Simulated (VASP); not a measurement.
# Na2S (Fm-3m) in VASP: a series of runs

The runs below take Na2S through single point, with r2SCAN.

Everything below comes from runs of VASP 6.6.1. Logs are shortened: lines on timing, memory, paths and dates and some standing lists are left out, and cuts for length are marked.

### Step 1. The cell of the first run

Symmetry: Fm-3m, No. 225, cubic system. The conventional cell has a = 6.598 Å, b = 6.598 Å, c = 6.598 Å, α = 90.00°, β = 90.00°, γ = 90.00°. Na (site symmetry -43m) has 4 S at 2.86 Å and 6 Na at 3.30 Å within 3.8 Å. S (site symmetry m-3m) has 8 Na at 2.86 Å within 3.8 Å.

### Step 2. Single point, r2SCAN

The input, POSCAR:

```
Na2S
1.0
    0.0000000000      3.2988356400      3.2988356400
    3.2988356400      0.0000000000      3.2988356400
    3.2988356400      3.2988356400      0.0000000000
Na S
2 1
Direct
    0.2500000000      0.2500000000      0.2500000000
    0.7500000000      0.7500000000      0.7500000000
    0.0000000000      0.0000000000      0.0000000000
```

The input, INCAR.step1:

```
SYSTEM = Na2S
ALGO = Normal
EDIFF = 1E-5
ENCUT = 550
GGA = PE
GGA_COMPAT = .FALSE.
ISMEAR = -1
LASPH = .TRUE.
LCHARG = .FALSE.
LREAL = .FALSE.
LWAVE = .TRUE.
NBANDS = 17
NELM = 120
PREC = Accurate
SIGMA = 0.02
```

The input, INCAR.step2:

```
SYSTEM = Na2S
ALGO = Normal
EDIFF = 1E-6
ENCUT = 550
GGA_COMPAT = .FALSE.
ISIF = 2
ISMEAR = -1
ISTART = 1
LASPH = .TRUE.
LCHARG = .TRUE.
LELF = .TRUE.
LMIXTAU = .TRUE.
LREAL = .FALSE.
LVHAR = .TRUE.
LWAVE = .FALSE.
METAGGA = R2SCAN
NBANDS = 17
NELM = 120
PREC = Accurate
SIGMA = 0.02
```

The input, KPOINTS:

```
k-points
0
G
  8 8 8
  0 0 0
```

Potentials or basis: VASP PAW PBE potentials, release 64 (Na_pv, S).

Launch:

```console
$ cat potpaw_PBE.64/Na_pv/POTCAR potpaw_PBE.64/S/POTCAR > POTCAR
$ cp INCAR.step1 INCAR
$ mpirun -np 1 vasp_std > vasp.out
$ cp INCAR.step2 INCAR
$ mpirun -np 1 vasp_std > vasp.out
```

OUTCAR:

```text
SYSTEM = Na2S
   EDIFF = 1E-6
   ENCUT = 550
   ISIF = 2
   ISMEAR = -1
   ISTART = 1
   LASPH = .TRUE.
   LREAL = .FALSE.
   METAGGA = R2SCAN
   NELM = 120
   PREC = Accurate

 ion  position               nearest neighbor table
   1  0.250  0.250  0.250-
   2  0.750  0.750  0.750-
   3  0.000  0.000  0.000-

  LATTYP: Found a face centered cubic cell.
 ALAT       =     6.5976712800

  Lattice vectors:

 A1 = (   0.0000000000,   3.2988356400,   3.2988356400)
 A2 = (   3.2988356400,   0.0000000000,   3.2988356400)
 A3 = (   3.2988356400,   3.2988356400,   0.0000000000)

Analysis of symmetry for initial positions (statically):
=====================================================================
 Subroutine PRICEL returns:
 Original cell was already a primitive cell.

 Routine SETGRP: Setting up the symmetry group for a
 face centered cubic supercell.

 Subroutine GETGRP returns: Found 48 space group operations
 (whereof 48 operations were pure point group operations)
 out of a pool of 48 trial point group operations.

The static configuration has the point symmetry O_h .

Analysis of symmetry for dynamics (positions and initial velocities):
=====================================================================
 Subroutine PRICEL returns:
 Original cell was already a primitive cell.

 Routine SETGRP: Setting up the symmetry group for a
 face centered cubic supercell.

 Subroutine GETGRP returns: Found 48 space group operations
 (whereof 48 operations were pure point group operations)
 out of a pool of 48 trial point group operations.

The dynamic configuration has the point symmetry O_h .

 Subroutine INISYM returns: Found 48 space group operations
 (whereof 48 operations are pure point group operations),
 and found     1 'primitive' translations

----------------------------------------------------------------------------------------

                                     Primitive cell

  volume of cell :      71.7979

  direct lattice vectors                    reciprocal lattice vectors
     0.000000000  3.298835640  3.298835640    -0.151568630  0.151568630  0.151568630
     3.298835640  0.000000000  3.298835640     0.151568630 -0.151568630  0.151568630
     3.298835640  3.298835640  0.000000000     0.151568630  0.151568630 -0.151568630

  length of vectors
     4.665258102  4.665258102  4.665258102     0.262524569  0.262524569  0.262524569

  position of ions in fractional coordinates (direct lattice)
     0.250000000  0.250000000  0.250000000
     0.750000000  0.750000000  0.750000000
     0.000000000  0.000000000  0.000000000

  ion indices of the primitive-cell ions
   primitive index   ion index
                 1           1
                 2           2
                 3           3

----------------------------------------------------------------------------------------

 KPOINTS: k-points

Automatic generation of k-mesh.
 Grid dimensions read from file:
 generate k-points for:    8    8    8

 Generating k-lattice:

  Cartesian coordinates                     Fractional coordinates (reciprocal lattice)
    -0.018946079  0.018946079  0.018946079     0.125000000  0.000000000  0.000000000
     0.018946079 -0.018946079  0.018946079     0.000000000  0.125000000  0.000000000
     0.018946079  0.018946079 -0.018946079     0.000000000  0.000000000  0.125000000

  Length of vectors
     0.032815571  0.032815571  0.032815571

  Shift w.r.t. Gamma in fractional coordinates (k-lattice)
     0.000000000  0.000000000  0.000000000

 Subroutine IBZKPT returns following result:
 ===========================================

 Found     29 irreducible k-points:

 Following reciprocal coordinates:
            Coordinates               Weight
  0.000000  0.000000  0.000000      1.000000
  0.125000  0.000000  0.000000      8.000000
  0.250000  0.000000  0.000000      8.000000
  0.375000  0.000000  0.000000      8.000000
  0.500000  0.000000  0.000000      4.000000
  0.125000  0.125000  0.000000      6.000000
[... 16 lines left out ...]
  0.500000  0.250000  0.125000     48.000000
 -0.375000  0.250000  0.125000     24.000000
 [... further k-points ...]
   k-points           NKPTS =     29   k-points in BZ     NKDIM =     29   number of bands    NBANDS=     17
   number of dos      NEDOS =    301   number of ions     NIONS =      3
   total plane-waves  NPLWV =  46656
   dimension x,y,z NGX =    36 NGY =   36 NGZ =   36
   dimension x,y,z NGXF=    72 NGYF=   72 NGZF=   72
   ions per type =               2   1
   NGX,Y,Z   is equivalent  to a cutoff of  12.83, 12.83, 12.83 a.u.
   NGXF,Y,Z  is equivalent  to a cutoff of  25.66, 25.66, 25.66 a.u.
 SYSTEM =  Na2S
   PREC   = accura    normal or accurate (medium, high low for compatibility)
   ISTART =      1    job   : 0-new  1-cont  2-samecut
   ICHARG =      0    charge: 1-file 2-atom 10-const
   ISPIN  =      1    spin polarized calculation?
   LNONCOLLINEAR =      F non collinear calculations
   LSORBIT =      F    spin-orbit coupling
   LASPH  =      T    aspherical Exc in radial PAW
   ENCUT  =  550.0 eV  40.42 Ry    6.36 a.u.   8.92  8.92  8.92*2*pi/ulx,y,z
   NELM   =    120;   NELMIN=  2; NELMDL=  0     # of ELM steps
   EDIFF  = 0.1E-05   stopping-criterion for ELM
   LREAL  =      F    real-space projection
   EDIFFG = 0.1E-04   stopping-criterion for IOM
   NSW    =      0    number of steps for IOM
   IBRION =     -1    ionic relax: 0-MD 1-quasi-New 2-CG
   NFREE  =      0    steps in history (QN), initial steepest desc. (CG)
   ISIF   =      2    stress and relaxation
   ISYM   =      2    0-nonsym 1-usesym 2-fastsym
   POTIM  = 0.5000    time-step for ionic-motion
   TEBEG  =    0.0;   TEEND  =   0.0 temperature during run
   PSTRESS=    0.0 pullay stress
   NELECT =      20.0000    total number of electrons
   NUPDOWN=      -1.0000    fix difference up-down
   EMIN   =  10.00;   EMAX   =-10.00  energy-range for DOS
   EFERMI =   0.00;   METHOD = LEGACY
   ISMEAR =    -1;   SIGMA  =   0.02  broadening in eV -4-tet -1-fermi 0-gaus
   EFERMI_NEDOS =   21; number of points for ismear=-14 and -15
   IALGO  =     38    algorithm
   IMIX   =      4    mixing-type and parameters
     AMIX     =   0.40;   BMIX     =  1.00
     AMIX_MAG =   1.60;   BMIX_MAG =  1.00
  volume/ion in A,a.u.               =      23.93       161.51
  Fermi-wavevector in a.u.,A,eV,Ry     =   1.069172  2.020442 15.553205  1.143128
  Thomas-Fermi vector in A             =   2.204843
   LORBIT       =      0    0 simple, 1 ext, 2 COOP (PROOUT), +10 PAW based schemes
   METAGGA = R2SCAN    functional components
   LHFCALC =     F    Hartree Fock is set to
   AEXX    =    0.0000 exact exchange contribution
   IVDW    =     0    specifies the selected vdW correction
   LEPSILON=     F    determine dielectric tensor
   LRPA    =     F    only Hartree local field effects (RPA)
 non-spin polarized calculation
  energy-cutoff  :      550.00
  volume of cell :       71.80
 maximum number of plane-waves:      2129
   NGX = 17   NGY = 17   NGZ = 17

 number of electron      20.0000005 magnetization

 Free energy of the ion-electron system (eV)
  ---------------------------------------------------
  ext. energy  EPLUGINS =         0.00000000
  ---------------------------------------------------
  free energy    TOTEN  =       -18.95414385 eV

  energy without entropy =      -18.95414385  energy(sigma->0) =      -18.95414385

 E-fermi :   0.2104     XC(G=0):  -8.1574

 val. band max:       -0.2349515841   @ k =   0.0000   0.0000   0.0000
 cond. band min:       2.7401007351   @ k =   0.0000   0.0000   0.0000
 fundamental gap:      2.9750523192
 Fermi energy:         0.2103939717

 k-point     1 :       0.0000    0.0000    0.0000
  band No.  band energies     occupation
      1     -23.3504      2.00000
      2     -23.3504      2.00000
      3     -23.3504      2.00000
      4     -23.3046      2.00000
      5     -23.3046      2.00000
      6     -23.3046      2.00000
[... 9 lines left out ...]
     16       9.5327      0.00000
     17      11.4708      0.00000

 k-point     2 :       0.1250    0.0000    0.0000
  band No.  band energies     occupation
      1     -23.3493      2.00000
      2     -23.3487      2.00000
      3     -23.3487      2.00000
      4     -23.3073      2.00000
      5     -23.3065      2.00000
      6     -23.3065      2.00000
[... 9 lines left out ...]
     16       9.1678      0.00000
     17      11.0171      0.00000

 k-point     3 :       0.2500    0.0000    0.0000
  band No.  band energies     occupation
      1     -23.3460      2.00000
      2     -23.3441      2.00000
      3     -23.3441      2.00000
      4     -23.3144      2.00000
      5     -23.3117      2.00000
      6     -23.3117      2.00000
[... 9 lines left out ...]
     16       9.4207      0.00000
     17      10.5979      0.00000

 k-point     4 :       0.3750    0.0000    0.0000
  band No.  band energies     occupation
      1     -23.3408      2.00000
      2     -23.3370      2.00000
      3     -23.3370      2.00000
      4     -23.3235      2.00000
      5     -23.3194      2.00000
      6     -23.3194      2.00000
[... 9 lines left out ...]
     16      10.4758      0.00000
     17      10.9292      0.00000
[... 343 lines left out ...]
      1     -23.3570      2.00000
      2     -23.3466      2.00000
      3     -23.3377      2.00000
      4     -23.3227      2.00000
      5     -23.3110      2.00000
      6     -23.3006      2.00000
[... 9 lines left out ...]
     16      10.8703      0.00000
     17      11.8987      0.00000

 k-point    23 :       0.5000    0.2500    0.1250
  band No.  band energies     occupation
      1     -23.3589      2.00000
      2     -23.3482      2.00000
      3     -23.3389      2.00000
      4     -23.3197      2.00000
      5     -23.3129      2.00000
      6     -23.3008      2.00000
[... 9 lines left out ...]
     16      11.4361      0.00000
     17      12.2180      0.00000

 k-point    24 :      -0.3750    0.2500    0.1250
  band No.  band energies     occupation
      1     -23.3579      2.00000
      2     -23.3536      2.00000
      3     -23.3296      2.00000
      4     -23.3294      2.00000
      5     -23.3057      2.00000
      6     -23.3047      2.00000
[... 9 lines left out ...]
     16      10.9749      0.00000
     17      12.2454      0.00000

 [... further k-points ...]

------------------------ aborting loop because EDIFF is reached ----------------------------------------

  FORCE on cell =-STRESS in cart. coord.  units (eV):
  Direction    XX          YY          ZZ          XY          YZ          ZX
  --------------------------------------------------------------------------------------
  -------------------------------------------------------------------------------------
  Total       -0.5755704     -0.5755704     -0.5755704     -0.0000000      0.0000000     -0.0000000
  in kB      -12.8439032    -12.8439032    -12.8439032     -0.0000000      0.0000000     -0.0000000
  external PRESSURE =     -12.8439032 kB  Pullay stress =       0.0000000 kB

 VOLUME and BASIS-vectors are now :
 -----------------------------------------------------------------------------
  energy-cutoff  :      550.00
  volume of cell :       71.80
      direct lattice vectors                 reciprocal lattice vectors
     0.000000000  3.298835640  3.298835640    -0.151568630  0.151568630  0.151568630
     3.298835640  0.000000000  3.298835640     0.151568630 -0.151568630  0.151568630
     3.298835640  3.298835640  0.000000000     0.151568630  0.151568630 -0.151568630

 POSITION                                       TOTAL-FORCE (eV/Angst)
 -----------------------------------------------------------------------------------
      1.64942      1.64942      1.64942         0.000000      0.000000     -0.000000
      4.94825      4.94825      4.94825         0.000000     -0.000000      0.000000
      0.00000      0.00000      0.00000        -0.000000     -0.000000     -0.000000
 -----------------------------------------------------------------------------------
    total drift:                                0.000000      0.000000      0.000000

  FREE ENERGIE OF THE ION-ELECTRON SYSTEM (eV)
  ---------------------------------------------------
  free  energy   TOTEN  =       -18.9541438471 eV

  energy  without entropy=      -18.9541438471  energy(sigma->0) =      -18.95414385
```

Wall time 1.9 min (1 thread of Intel Xeon Platinum 8259CL at 2.50GHz (Skylake/Cascade Lake), shared host); peak memory 0.21 GiB.

What came out:

```yaml
Free_energy: -18.9541 eV
Pressure: -1.3 GPa
Band_gap_on_the_k_mesh: 2.98 eV
```

Levels at points of the mesh, in eV from the valence-band top:
```tsv
k point	band 6	band 7	band 8	band 9	band 10	band 11	band 12	band 13	band 14	band 15
(0.00, 0.00, 0.00)	-23.07	-10.52	0.00	0.00	0.00	2.98	8.33	8.33	8.33	9.77
(0.50, 0.00, 0.00)	-23.09	-10.29	-1.56	-0.12	-0.12	5.39	6.81	7.60	7.60	11.93
(0.50, 0.50, 0.00)	-23.06	-10.22	-1.38	-0.44	-0.44	4.18	6.65	9.11	10.34	10.34
```

Caveat: the PAW data sets were made with another functional, which shifts forces and pressure a little. A k mesh can miss the band edges.

### Step 3. Single point, r2SCAN

This run uses another cell than the first one, of 24.39 Å³/atom.

The input, POSCAR:

```
Na2S
1.0
    0.0000000000      3.3198479000      3.3198479000
    3.3198479000      0.0000000000      3.3198479000
    3.3198479000      3.3198479000      0.0000000000
Na S
2 1
Direct
    0.2500000000      0.2500000000      0.2500000000
    0.7500000000      0.7500000000      0.7500000000
    0.0000000000      0.0000000000      0.0000000000
```

INCAR.step1 is that of step 2.

INCAR.step2 is that of step 2.

KPOINTS is that of step 2.

Potentials or basis: VASP PAW PBE potentials, release 64 (Na_pv, S).

Launch:

```console
$ cat potpaw_PBE.64/Na_pv/POTCAR potpaw_PBE.64/S/POTCAR > POTCAR
$ cp INCAR.step1 INCAR
$ mpirun -np 1 vasp_std > vasp.out
$ cp INCAR.step2 INCAR
$ mpirun -np 1 vasp_std > vasp.out
```

Run time: 2.3 min. Hardware: 1 thread of Intel Xeon Platinum 8259CL at 2.50GHz (Skylake/Cascade Lake), shared host; peak memory 0.22 GiB.

The run converged. Its results:

```
Free energy            : -18.9405 eV
Pressure               : -1.8 GPa
Band gap on the k mesh : 2.91 eV
```

Levels at points of the mesh, in eV from the valence-band top:
```tsv
k point	band 6	band 7	band 8	band 9	band 10	band 11	band 12	band 13	band 14	band 15
(0.00, 0.00, 0.00)	-23.12	-10.50	0.00	0.00	0.00	2.91	8.26	8.26	8.26	9.72
(0.50, 0.00, 0.00)	-23.14	-10.28	-1.53	-0.12	-0.12	5.31	6.73	7.56	7.56	11.76
(0.50, 0.50, 0.00)	-23.11	-10.21	-1.36	-0.43	-0.43	4.16	6.59	8.95	10.22	10.22
```

Caveat: the PAW data sets were made with another functional, which shifts forces and pressure a little. A k mesh can miss the band edges.
